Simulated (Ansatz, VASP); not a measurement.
Given: the input of a run of Ansatz 0.2.0 on TaN.

Contents of input.yaml:

```yaml
crystal:
  lattice:
    - [5.1850002, 0.0, 0.0]
    - [-2.5925001, 4.49034189, 0.0]
    - [0.0, 0.0, 2.8498405194]
  atoms:
    - { symbol: Ta, position: [0.0, 0.0, 0.0] }
    - { symbol: Ta, position: [0.3333333333, 0.6666666667, 0.5] }
    - { symbol: Ta, position: [0.6666666667, 0.3333333333, 0.5] }
    - { symbol: "N", position: [0.5, 0.0, 0.0] }
    - { symbol: "N", position: [0.5, 0.5, 0.0] }
    - { symbol: "N", position: [0.0, 0.5, 0.0] }
hamiltonian:
  xc: pbe
  pseudopotentials: { kind: paw }
kpoints:
  mp_grid: { grid: [5, 5, 8] }
scf:
  occupations: { method: fermi_dirac, width: 0.05 }
output:
  forces: true
  stress: true
  eigenvalues: true
```

Potentials or basis: Ansatz PAW.

Run with:

```bash
$ ansatz run input.yaml --threads 2 --pin off --max-ram 5632MiB --backend cpu --events-out ev --progress --plain --runs-dir out
```

Q: Set up the same calculation for VASP 6.6.1. Potentials there: VASP PAW PBE potentials, release 64 (Ta_pv, N).

A: As run (the cutoff follows the program's own potentials):

The input INCAR:

```
  PREC = Accurate
  ENCUT = 520
  EDIFF = 1E-7
  ISMEAR = -1
  SIGMA = 0.05
  LREAL = F
  LASPH = T
  NELM = 100
  ALGO = Normal
  ISIF = 2
  LWAVE = F
  LCHARG = T
  GGA = PE
  LELF = T
  LVHAR = T
  NBANDS = 33
```

Contents of KPOINTS:

```
regular mesh
0
Gamma
  5 5 8
```

The input POSCAR:

```
TaN
1.0
    5.1850002000      0.0000000000      0.0000000000
   -2.5925001000      4.4903418900      0.0000000000
    0.0000000000      0.0000000000      2.8498405194
Ta N
3 3
Direct
    0.0000000000      0.0000000000      0.0000000000
    0.3333333333      0.6666666667      0.5000000000
    0.6666666667      0.3333333333      0.5000000000
    0.5000000000      0.0000000000      0.0000000000
    0.5000000000      0.5000000000      0.0000000000
    0.0000000000      0.5000000000      0.0000000000
```

Potentials or basis: VASP PAW PBE potentials, release 64 (Ta_pv, N).

Run with:

```console
$ cat potpaw_PBE.64/Ta_pv/POTCAR potpaw_PBE.64/N/POTCAR > POTCAR
$ mpirun -np 1 vasp_std > vasp.out
```

Both were run:

|  | VASP | Ansatz | Ansatz less VASP |
| --- | --- | --- | --- |
| gap on the k mesh at the Fermi level (eV) | none | none | - |
| pressure (GPa) | 20.4 | 19.4 | -0.97 |
| traceless stress, the component that is largest in VASP (GPa) | 8.65 | 8.44 | -0.211 |

A gap of «none» marks a metal or a gap that the smearing closes. VASP's potentials hold 48 valence electrons a cell and Ansatz's 54, so a difference there can come from the potentials and not from the codes.

Spin-orbit coupling is off throughout.
